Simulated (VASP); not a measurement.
Write the native input for VASP 6.6.1 that does the following.

```
Task                   : single point
Functional             : PBE
Potentials or basis    : VASP PAW PBE potentials, release 64 (Cd, Hg, S)
Cutoff                 : 520 eV
k mesh                 : 6 × 6 × 1
Occupations            : gaussian, width 0.1 eV
Spin                   : no spin polarisation
Dipole correction      : no
Further INCAR settings : ALGO = Normal; EDIFF = 1e-07; NBANDS = 66
```

The structure of Cd2HgS3 lies in POSCAR:

```
Cd2HgS3
1.0
    4.2114720662      0.0000000030      0.0000000000
   -2.1057360357      3.6472417952      0.0000000000
    0.0000000000      0.0000000000     20.5782208609
Cd Hg S
4 2 6
Direct
    0.3333333333      0.6666666667      0.0012966995
    0.3333333333      0.6666666667      0.3324768517
    0.6666666667      0.3333333333      0.1669355705
    0.6666666667      0.3333333333      0.4979144280
    0.3333333333      0.6666666667      0.6658159210
    0.6666666667      0.3333333333      0.8348523179
    0.3333333333      0.6666666667      0.1262095754
    0.3333333333      0.6666666667      0.4572993203
    0.3333333333      0.6666666667      0.7917047319
    0.6666666667      0.3333333333      0.2917621817
    0.6666666667      0.3333333333      0.6228890015
    0.6666666667      0.3333333333      0.9608434005
```

The input as run:

INCAR

```
ALGO = Normal ; EDIFF = 1E-7
ENCUT = 520 ; GGA = PE
ISIF = 2 ; ISMEAR = 0
LASPH = T ; LCHARG = F
LREAL = F ; LWAVE = F
NBANDS = 66 ; NELM = 100
PREC = Accurate ; SIGMA = 0.1
```

KPOINTS

```
k-points
0
Gamma
  6 6 1
```

Potentials or basis: VASP PAW PBE potentials, release 64 (Cd, Hg, S).

The run is started by

```console
$ cat potpaw_PBE.64/Cd/POTCAR potpaw_PBE.64/Hg/POTCAR potpaw_PBE.64/S/POTCAR > POTCAR
$ mpirun -np 1 vasp_std > vasp.out
```

Results of the run:

```yaml
Pressure: 0.2 GPa
Largest_force: 0.022 eV/Å
Band_gap_on_the_k_mesh: 0.31 eV, direct
```

Caveat: spin-orbit coupling is left out, which moves the levels of the heavy elements.

Wall time 2.2 min on 1 thread of AMD EPYC 9R45 96-Core Processor (Zen 5), on a shared host, peak memory 0.45 GiB.
